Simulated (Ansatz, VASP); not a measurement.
CdS in VASP and in Ansatz

Contents of INCAR:

```
ALGO = Normal ; EDIFF = 1E-6
ENCUT = 520 ; GGA = PE
ISIF = 2 ; ISMEAR = 0
LASPH = True ; LCHARG = False
LREAL = False ; LWAVE = False
NBANDS = 46 ; NELM = 60
PREC = Accurate ; SIGMA = 0.1
```

File KPOINTS:

```
k-points
0
Gamma
  2 2 2
```

POSCAR

```
CdS
1.0
   -4.0423742092      4.0423742092      4.0423742092
    4.0423742092     -4.0423742092      4.0423742092
    4.0423742092      4.0423742092     -4.0423742092
Cd S
4 4
Direct
    0.3214674958      0.3214674958      0.3214674958
    0.0000000000      0.0000000000      0.6785325042
    1.0000000000      0.6785325042      0.0000000000
    0.6785325042      1.0000000000      1.0000000000
    0.6738324858      0.6738324858      0.6738324858
    0.0000000000      0.0000000000      0.3261675142
    1.0000000000      0.3261675142      0.0000000000
    0.3261675142      1.0000000000      1.0000000000
```

Input for Ansatz:

```yaml
crystal:
  lattice:
    - [-4.0423742092, 4.0423742092, 4.0423742092]
    - [4.0423742092, -4.0423742092, 4.0423742092]
    - [4.0423742092, 4.0423742092, -4.0423742092]
  atoms:
    - { symbol: Cd, position: [0.3214674958, 0.3214674958, 0.3214674958] }
    - { symbol: Cd, position: [0.0, 0.0, 0.6785325042] }
    - { symbol: Cd, position: [1.0, 0.6785325042, 0.0] }
    - { symbol: Cd, position: [0.6785325042, 1.0, 1.0] }
    - { symbol: S, position: [0.6738324858, 0.6738324858, 0.6738324858] }
    - { symbol: S, position: [0.0, 0.0, 0.3261675142] }
    - { symbol: S, position: [1.0, 0.3261675142, 0.0] }
    - { symbol: S, position: [0.3261675142, 1.0, 1.0] }
basis:
  ecutwfc: 420
kpoints:
  mp_grid: { grid: [2, 2, 2] }
hamiltonian:
  xc: pbe
scf:
  occupations: { method: gaussian, width: 0.1 }
  lower_state_search: "off"
output:
  forces: true
  stress: true
  eigenvalues: true
```

Alike in both runs: task single point; functional PBE; k mesh 2 × 2 × 2; occupations gaussian, width 0.1 eV; no spin polarisation.

```csv
,VASP,Ansatz
version,VASP 6.6.1,Ansatz 0.2.0
potentials or method,"VASP PAW PBE potentials, release 64 (Cd, S), cutoff 520 eV","scalar-relativistic, plane waves, PAW"
valence electrons in the cell,72,104
```

VASP gave:

```
gap on the k mesh at the Fermi level (eV) : 1.49
least direct gap on the mesh (eV)         : 1.51
pressure (GPa)                            : 0.2
rms of the force components (eV/Å)        : 0.012
```

Estimate Ansatz's values.

gap on the k mesh at the Fermi level (eV): 1.49; least direct gap on the mesh (eV): 1.51; pressure (GPa): 0.0; rms of the force components (eV/Å): 0.008.

Atom by atom the forces differ by 0.006 eV/Å (rms over components). VASP's potentials hold 72 valence electrons a cell and Ansatz's 104, so a difference there can come from the potentials and not from the codes.

The k mesh is coarse, so the values compare programs but aren't converged.
